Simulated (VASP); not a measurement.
# TeW (F-43m) in VASP: notebook

Runs on TeW. Level: PBEsol. Tasks: relaxation of cell and atoms, single point.

Program: VASP 6.6.1. These are calculated values, not measurements. Logs are shortened: lines on timing, memory, paths and dates and some standing lists are left out, and cuts for length are marked.

### 1 The cell of the first run

It takes space group F-43m (No. 216, cubic). Conventional cell: a = 5.825 Å, b = 5.825 Å, c = 5.825 Å, α = 90.00°, β = 90.00°, γ = 90.00°. W (site symmetry -43m) has 4 Te at 2.52 Å within 3.3 Å. Te (site symmetry -43m) has 4 W at 2.52 Å within 3.3 Å.

### 2 Relaxation of cell and atoms, PBEsol, collinear spin

INCAR

```
SYSTEM = TeW
ALGO     = Normal         ! electronic algorithm
EDIFF    = 1E-6           ! SCF threshold, eV
EDIFFG   = -0.05          ! ionic threshold
ENCUT    = 600            ! plane-wave cutoff, eV
GGA      = PS             ! functional
IBRION   = 2              ! ionic algorithm
ISIF     = 3              ! what is computed and relaxed
ISMEAR   = 0              ! smearing method
ISPIN    = 2              ! spin polarisation
LASPH    = .TRUE.         ! aspherical terms in the spheres
LCHARG   = .FALSE.        ! write CHGCAR
LMAXMIX  = 4              ! l up to which the mixer works
LORBIT   = 11             ! projections on sites
LREAL    = .FALSE.        ! projectors in reciprocal space
LWAVE    = .FALSE.        ! write WAVECAR
MAGMOM   = 0.75 0         ! initial moments
NELM     = 150            ! most SCF steps
NSW      = 100            ! ionic steps
PREC     = Accurate       ! precision mode
SIGMA    = 0.1            ! smearing width, eV
```

KPOINTS

```
k-points
0
G
  6 6 6
  0 0 0
```

POSCAR

```
TeW
1.0
    0.0000000000      2.9124200074      2.9124200074
    2.9124200074      0.0000000000      2.9124200074
    2.9124200074      2.9124200074      0.0000000000
W Te
1 1
Direct
    0.0000000000      0.0000000000      0.0000000000
    0.2500000000      0.2500000000      0.2500000000
```

Potentials or basis: VASP PAW PBE potentials, release 64 (W_sv, Te).

Run with:

```console
> cat potpaw_PBE.64/W_sv/POTCAR potpaw_PBE.64/Te/POTCAR > POTCAR
> mpirun -np 1 vasp_std > vasp.out
```

OUTCAR:

```text
SYSTEM = TeW
   EDIFF = 1E-6
   EDIFFG = -0.05
   ENCUT = 600
   GGA = PS
   IBRION = 2
   ISIF = 3
   ISMEAR = 0
   ISPIN = 2
   LASPH = .TRUE.
   LORBIT = 11
   LREAL = .FALSE.
   NELM = 150
   NSW = 100
   PREC = Accurate

 ion  position               nearest neighbor table
   1  0.000  0.000  0.000-   2 2.52   2 2.52   2 2.52   2 2.52
   2  0.250  0.250  0.250-   1 2.52   1 2.52   1 2.52   1 2.52

  LATTYP: Found a face centered cubic cell.
 ALAT       =     5.8248400148

  Lattice vectors:

 A1 = (   0.0000000000,   2.9124200074,   2.9124200074)
 A2 = (   2.9124200074,   0.0000000000,   2.9124200074)
 A3 = (   2.9124200074,   2.9124200074,   0.0000000000)

Analysis of symmetry for initial positions (statically):
=====================================================================
 Subroutine PRICEL returns:
 Original cell was already a primitive cell.

 Routine SETGRP: Setting up the symmetry group for a
 face centered cubic supercell.

 Subroutine GETGRP returns: Found 24 space group operations
 (whereof 24 operations were pure point group operations)
 out of a pool of 48 trial point group operations.

The static configuration has the point symmetry T_d .

Analysis of symmetry for dynamics (positions and initial velocities):
=====================================================================
 Subroutine PRICEL returns:
 Original cell was already a primitive cell.

 Routine SETGRP: Setting up the symmetry group for a
 face centered cubic supercell.

 Subroutine GETGRP returns: Found 24 space group operations
 (whereof 24 operations were pure point group operations)
 out of a pool of 48 trial point group operations.

The dynamic configuration has the point symmetry T_d .

Analysis of structural, dynamic, and magnetic symmetry:
=====================================================================
 Subroutine PRICEL returns:
 Original cell was already a primitive cell.

 Routine SETGRP: Setting up the symmetry group for a
 face centered cubic supercell.

 Subroutine GETGRP returns: Found 24 space group operations
 (whereof 24 operations were pure point group operations)
 out of a pool of 48 trial point group operations.

The overall configuration has the point symmetry T_d .

 Subroutine INISYM returns: Found 24 space group operations
 (whereof 24 operations are pure point group operations),
 and found     1 'primitive' translations

----------------------------------------------------------------------------------------

                                     Primitive cell

  volume of cell :      49.4074

  direct lattice vectors                    reciprocal lattice vectors
     0.000000000  2.912420007  2.912420007    -0.171678535  0.171678535  0.171678535
     2.912420007  0.000000000  2.912420007     0.171678535 -0.171678535  0.171678535
     2.912420007  2.912420007  0.000000000     0.171678535  0.171678535 -0.171678535

  length of vectors
     4.118783874  4.118783874  4.118783874     0.297355945  0.297355945  0.297355945

  position of ions in fractional coordinates (direct lattice)
     0.000000000  0.000000000  0.000000000
     0.250000000  0.250000000  0.250000000

  ion indices of the primitive-cell ions
   primitive index   ion index
                 1           1
                 2           2

----------------------------------------------------------------------------------------

 KPOINTS: k-points

Automatic generation of k-mesh.
 Grid dimensions read from file:
 generate k-points for:    6    6    6

 Generating k-lattice:

  Cartesian coordinates                     Fractional coordinates (reciprocal lattice)
    -0.028613089  0.028613089  0.028613089     0.166666667  0.000000000  0.000000000
     0.028613089 -0.028613089  0.028613089     0.000000000  0.166666667  0.000000000
     0.028613089  0.028613089 -0.028613089     0.000000000  0.000000000  0.166666667

  Length of vectors
     0.049559324  0.049559324  0.049559324

  Shift w.r.t. Gamma in fractional coordinates (k-lattice)
     0.000000000  0.000000000  0.000000000

 Subroutine IBZKPT returns following result:
 ===========================================

 Found     16 irreducible k-points:

 Following reciprocal coordinates:
            Coordinates               Weight
  0.000000  0.000000  0.000000      1.000000
  0.166667  0.000000  0.000000      8.000000
  0.333333  0.000000  0.000000      8.000000
  0.500000  0.000000  0.000000      4.000000
  0.166667  0.166667  0.000000      6.000000
  0.333333  0.166667  0.000000     24.000000
[... 8 lines left out ...]
 -0.333333  0.333333  0.166667     24.000000
 -0.333333  0.500000  0.166667     12.000000
   k-points           NKPTS =     16   k-points in BZ     NKDIM =     16   number of bands    NBANDS=     14
   number of dos      NEDOS =    301   number of ions     NIONS =      2
   total plane-waves  NPLWV =  46656
   dimension x,y,z NGX =    36 NGY =   36 NGZ =   36
   dimension x,y,z NGXF=    72 NGYF=   72 NGZF=   72
   ions per type =               1   1
   NGX,Y,Z   is equivalent  to a cutoff of  14.53, 14.53, 14.53 a.u.
   NGXF,Y,Z  is equivalent  to a cutoff of  29.06, 29.06, 29.06 a.u.
 SYSTEM =  TeW
   PREC   = accura    normal or accurate (medium, high low for compatibility)
   ISTART =      0    job   : 0-new  1-cont  2-samecut
   ICHARG =      2    charge: 1-file 2-atom 10-const
   ISPIN  =      2    spin polarized calculation?
   LNONCOLLINEAR =      F non collinear calculations
   LSORBIT =      F    spin-orbit coupling
   LASPH  =      T    aspherical Exc in radial PAW
   ENCUT  =  600.0 eV  44.10 Ry    6.64 a.u.   8.23  8.23  8.23*2*pi/ulx,y,z
   NELM   =    150;   NELMIN=  2; NELMDL= -5     # of ELM steps
   EDIFF  = 0.1E-05   stopping-criterion for ELM
   LREAL  =      F    real-space projection
   EDIFFG = -.5E-01   stopping-criterion for IOM
   NSW    =    100    number of steps for IOM
   IBRION =      2    ionic relax: 0-MD 1-quasi-New 2-CG
   NFREE  =      1    steps in history (QN), initial steepest desc. (CG)
   ISIF   =      3    stress and relaxation
   ISYM   =      2    0-nonsym 1-usesym 2-fastsym
   POTIM  = 0.5000    time-step for ionic-motion
   TEBEG  =    0.0;   TEEND  =   0.0 temperature during run
   PSTRESS=    0.0 pullay stress
   NELECT =      20.0000    total number of electrons
   NUPDOWN=      -1.0000    fix difference up-down
   EMIN   =  10.00;   EMAX   =-10.00  energy-range for DOS
   EFERMI =   0.00;   METHOD = LEGACY
   ISMEAR =     0;   SIGMA  =   0.10  broadening in eV -4-tet -1-fermi 0-gaus
   EFERMI_NEDOS =   21; number of points for ismear=-14 and -15
   IALGO  =     38    algorithm
   IMIX   =      4    mixing-type and parameters
     AMIX     =   0.40;   BMIX     =  1.00
     AMIX_MAG =   1.60;   BMIX_MAG =  1.00
  volume/ion in A,a.u.               =      24.70       166.71
  Fermi-wavevector in a.u.,A,eV,Ry     =   1.211028  2.288511 19.954150  1.466589
  Thomas-Fermi vector in A             =   2.346556
   LORBIT       =     11    0 simple, 1 ext, 2 COOP (PROOUT), +10 PAW based schemes
   GGA     = PS    functional components
   LHFCALC =     F    Hartree Fock is set to
   AEXX    =    0.0000 exact exchange contribution
   IVDW    =     0    specifies the selected vdW correction
   LEPSILON=     F    determine dielectric tensor
   LRPA    =     F    only Hartree local field effects (RPA)
 conjugate gradient relaxation of ions
 spin polarized calculation
 Gauss-broadening in eV      SIGMA  =   0.10
  energy-cutoff  :      600.00
  volume of cell :       49.41
 maximum number of plane-waves:      1676
 NGX is ok and might be reduce to    36
   NGX = 17   NGY = 17   NGZ = 17

--------------------------------------- Ionic step        1  -------------------------------------------

 number of electron      20.0000002 magnetization       1.0744783

 Free energy of the ion-electron system (eV)
  ---------------------------------------------------
  ext. energy  EPLUGINS =         0.00000000
  ---------------------------------------------------
  free energy    TOTEN  =       -14.02934265 eV

  energy without entropy =      -14.00831190  energy(sigma->0) =      -14.01882727

------------------------ aborting loop because EDIFF is reached ----------------------------------------

  FORCE on cell =-STRESS in cart. coord.  units (eV):
  Direction    XX          YY          ZZ          XY          YZ          ZX
  --------------------------------------------------------------------------------------
  -------------------------------------------------------------------------------------
  Total        4.4811632      4.4811632      4.4811632      0.0000000      0.0000000      0.0000000
  in kB      145.3146252    145.3146252    145.3146252      0.0000000      0.0000000      0.0000000
  external PRESSURE =     145.3146252 kB  Pullay stress =       0.0000000 kB
[... 23 lines left out ...]
--------------------------------------- Ionic step        2  -------------------------------------------

 number of electron      19.9999999 magnetization      -0.0058959

 number of electron      19.9999999 magnetization       0.0009437

 E-fermi :   4.5376     XC(G=0):  -9.2975

 val. band max:        4.5301953511   @ k =   0.5000   0.1667   0.0000
 cond. band min:       4.6135928125   @ k =  -0.3333   0.3333   0.1667
 fundamental gap:      0.0833974615
 Fermi energy:         4.5375780547

 spin component 1

 k-point     1 :       0.0000    0.0000    0.0000
  band No.  band energies     occupation
      1     -69.4948      1.00000
      2     -33.6779      1.00000
      3     -33.6779      1.00000
      4     -33.6779      1.00000
      5      -7.6669      1.00000
      6       1.0058      1.00000
      7       1.0058      1.00000
      8       1.0058      1.00000
      9       4.3329      0.99810
     10       4.3329      0.99810
     11       5.2539      0.00000
     12       8.1543      0.00000
     13       8.1543      0.00000
     14       8.1543      0.00000
[... 599 lines left out ...]
  energy  without entropy=      -14.1951348248  energy(sigma->0) =      -14.20622503

--------------------------------------- Ionic step        4  -------------------------------------------

 number of electron      20.0000001 magnetization      -0.0059052

 Free energy of the ion-electron system (eV)
  ---------------------------------------------------
  ext. energy  EPLUGINS =         0.00000000
  ---------------------------------------------------
  free energy    TOTEN  =       -14.21754187 eV

  energy without entropy =      -14.19542720  energy(sigma->0) =      -14.20648454

 E-fermi :   6.4439     XC(G=0): -10.2034

 val. band max:        6.4399288606   @ k =   0.5000   0.1667   0.0000
 cond. band min:       6.5528045628   @ k =   0.5000   0.3333   0.0000
 fundamental gap:      0.1128757022
 Fermi energy:         6.4439139685

 spin component 1

 k-point     1 :       0.0000    0.0000    0.0000
  band No.  band energies     occupation
      1     -67.2164      1.00000
      2     -31.4865      1.00000
      3     -31.4865      1.00000
      4     -31.4865      1.00000
      5      -6.5167      1.00000
      6       2.3963      1.00000
      7       2.3963      1.00000
      8       2.3963      1.00000
      9       6.1621      0.99997
     10       6.1621      0.99997
     11       8.1232      0.00000
     12      11.2640      0.00000
     13      11.2640      0.00000
     14      11.2640      0.00000
[... 557 lines left out ...]
  FREE ENERGIE OF THE ION-ELECTRON SYSTEM (eV)
  ---------------------------------------------------
  free  energy   TOTEN  =       -14.2175418735 eV

  energy  without entropy=      -14.1954272038  energy(sigma->0) =      -14.20648454

 reached required accuracy - stopping structural energy minimisation

 total charge

# of ion       s       p       d       tot
------------------------------------------
    1        2.338   6.137   3.555  12.030
    2        1.323   2.066   0.156   3.546
--------------------------------------------------
tot          3.661   8.203   3.711  15.576

 magnetization (x)

# of ion       s       p       d       tot
------------------------------------------
    1       -0.000  -0.000  -0.007  -0.007
    2        0.000   0.000  -0.000   0.000
--------------------------------------------------
tot         -0.000   0.000  -0.007  -0.007
```

It took 2 min on 1 thread of AMD EPYC 7R13 (Zen 3), shared host; peak memory 0.23 GiB.

What came out:

```
Free energy                                           : -14.2175 eV
Relaxed volume                                        : 27.43 Å³/atom
Relaxed cell                                          : a = 4.265 Å, b = 4.265 Å, c = 4.265 Å, α = 60.00°, β = 60.00°, γ = 60.00°
Space group after relaxing (to 0.1 Å)                 : F-43m (No. 216)
Energy gained by relaxing                             : 94.1 meV/atom
Ionic steps                                           : 4
Pressure after relaxing                               : -0.1 GPa
Band gap on the k mesh                                : zero (filled and empty bands overlap)
Net moment                                            : -0.01 μB per cell
Valence electrons inside the program's atomic spheres : W 12.03; Te 3.55
```

Step by step:
```tsv
step	energy change (eV)	largest force (eV/Å)	pressure (GPa)	volume (Å³)
1	0.0000	0.0000	14.53	49.41
2	0.4443	0.0000	-13.42	67.22
3	-0.1880	0.0000	-0.37	55.02
4	-0.1882	0.0000	-0.07	54.86
```

Final structure:
```yaml
crystal:
  lattice:
    - [0.00000, 3.01578, 3.01578]
    - [3.01578, 0.00000, 3.01578]
    - [3.01578, 3.01578, 0.00000]
  atoms:
    - { symbol: W, position: [0.00000, 0.00000, 0.00000] }
    - { symbol: Te, position: [0.25000, 0.25000, 0.25000] }
```

Caveat: the PAW data sets were made with another functional, which shifts forces and pressure a little; spin-orbit coupling is left out, which moves the levels of the heavy elements.

### 3 Relaxation of cell and atoms, PBEsol

This run uses another cell than the first one, of 27.66 Å³/atom.

INCAR

```
  ALGO = Normal
  EDIFF = 1E-6
  EDIFFG = -0.01
  ENCUT = 600
  GGA = PS
  IBRION = 2
  ISIF = 3
  ISMEAR = 0
  LASPH = T
  LCHARG = F
  LREAL = F
  LWAVE = F
  NELM = 100
  NSW = 80
  PREC = Accurate
  SIGMA = 0.1
```

KPOINTS

```
k-points
0
Gamma
  12 12 12
```

POSCAR

```
TeW
1.0
    0.0000000000      3.0241765070      3.0241765070
    3.0241765070      0.0000000000      3.0241765070
    3.0241765070      3.0241765070      0.0000000000
W Te
1 1
Direct
    0.0000000000      0.0000000000      0.0000000000
    0.2500000000      0.2500000000      0.2500000000
```

Potentials or basis: VASP PAW PBE potentials, release 64 (W_sv, Te).

Run with:

```console
> cat potpaw_PBE.64/W_sv/POTCAR potpaw_PBE.64/Te/POTCAR > POTCAR
> mpirun -np 1 vasp_std > vasp.out
```

Wall time 1.8 min (1 thread of AMD EPYC 7R13 (Zen 3), shared host); peak memory 0.23 GiB.

The run converged. Its results:

- Free energy: -14.2104 eV
- Relaxed volume: 27.39 Å³/atom
- Relaxed cell: a = 4.263 Å, b = 4.263 Å, c = 4.263 Å, α = 60.00°, β = 60.00°, γ = 60.00°
- Space group after relaxing (to 0.1 Å): F-43m (No. 216)
- Energy gained by relaxing: 0.9 meV/atom
- Ionic steps: 3
- Pressure after relaxing: 0.0 GPa
- Band gap on the k mesh: zero (bands 10 and 11 overlap by 0.25 eV)

Step by step:
| step | energy change (eV) | largest force (eV/Å) | pressure (GPa) | volume (Å³) |
| --- | --- | --- | --- | --- |
| 1 | 0.0000 | 0.0000 | -1.02 | 55.32 |
| 2 | 0.0028 | 0.0000 | 1.73 | 53.92 |
| 3 | -0.0017 | 0.0000 | -0.01 | 54.78 |

Final structure:
```cif
data_structure
_symmetry_space_group_name_H-M 'P 1'
_symmetry_Int_Tables_number 1
_cell_length_a 4.2629
_cell_length_b 4.2629
_cell_length_c 4.2629
_cell_angle_alpha 60.000
_cell_angle_beta 60.000
_cell_angle_gamma 60.000
_cell_volume 54.78
loop_
_atom_site_label
_atom_site_type_symbol
_atom_site_fract_x
_atom_site_fract_y
_atom_site_fract_z
_atom_site_occupancy
W1 W 0.00000 0.00000 0.00000 1
Te1 Te 0.25000 0.25000 0.25000 1
```

Levels at points of the mesh, in eV from the Fermi level:
```
           k point  band 6  band 7  band 8  band 9  band 10  band 11  band 12  band 13  band 14
(0.00, 0.00, 0.00)   -4.10   -4.10   -4.10   -0.32    -0.32     1.63     4.79     4.79     4.79
(0.50, 0.00, 0.00)   -5.53   -3.78   -3.78   -0.21    -0.06    -0.06     2.35     2.35     3.38
(0.50, 0.50, 0.00)   -5.90   -3.23   -3.23   -1.32    -0.51     0.27     0.75     0.75     6.01
```

Caveat: the PAW data sets were made with another functional, which shifts forces and pressure a little; spin-orbit coupling is left out, which moves the levels of the heavy elements.

[end of part 1 of 2]
